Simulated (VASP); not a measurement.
Wanted: the native input for a VASP 6.6.1 run.

```
Task                   : relaxation of cell and atoms
Functional             : PBEsol
Dispersion             : D3(BJ)
Potentials or basis    : VASP PAW PBE potentials, release 64 (W_sv, C)
Cutoff                 : 600 eV
k mesh                 : 11 × 11 × 11
Occupations            : fermi-dirac, width 0.1 eV
Spin                   : no spin polarisation
Dipole correction      : no
Further INCAR settings : ALGO = Normal; EDIFF = 1e-06; IBRION = 2; EDIFFG = -0.01; NSW = 80; ISIF = 3
```

The structure of WC lies in POSCAR:

```
WC
1.0
    0.0000000000      2.1926840000      2.1926840000
    2.1926840000      0.0000000000      2.1926840000
    2.1926840000      2.1926840000      0.0000000000
W C
1 1
Direct
    0.0000000000      0.0000000000      0.0000000000
    0.5000000000      0.5000000000      0.5000000000
```

These files were run (other wordings do the same):

INCAR

```
PREC     = Accurate       # precision mode
ENCUT    = 600            # plane-wave cutoff, eV
EDIFF    = 1E-6           # SCF threshold, eV
ISMEAR   = -1             # smearing method
SIGMA    = 0.1            # smearing width, eV
LREAL    = False          # projectors in reciprocal space
LASPH    = True           # aspherical terms in the spheres
NELM     = 100            # most SCF steps
ALGO     = Normal         # electronic algorithm
ISIF     = 3              # what is computed and relaxed
LWAVE    = False          # write WAVECAR
LCHARG   = False          # write CHGCAR
GGA      = PS             # functional
IVDW     = 12             # dispersion correction
IBRION   = 2              # ionic algorithm
NSW      = 80             # ionic steps
EDIFFG   = -0.01          # ionic threshold
```

KPOINTS

```
regular mesh
0
Gamma
  11 11 11
```

Potentials or basis: VASP PAW PBE potentials, release 64 (W_sv, C).

The run is started by

```console
$ cat potpaw_PBE.64/W_sv/POTCAR potpaw_PBE.64/C/POTCAR > POTCAR
$ mpirun -np 1 vasp_std > vasp.out
```

Results of the run:

The relaxed volume is 10.11 Å³/atom. The relaxed cell is a = 3.058 Å, b = 3.058 Å, c = 3.058 Å, α = 60.00°, β = 60.00°, γ = 60.00° and the space group after relaxing (to 0.05 Å) is Fm-3m (No. 225). The energy gained by relaxing is 22.2 meV/atom, the ionic steps are 4 and the pressure after relaxing is -0.1 GPa. The dispersion energy per atom is -0.462 eV.

Caveat: the PAW data sets were made with another functional, which shifts forces and pressure a little.

Run time: 45 s on 1 thread of Intel(R) Xeon(R) Platinum 8488C (Sapphire Rapids) (shared host), peak memory 0.19 GiB.
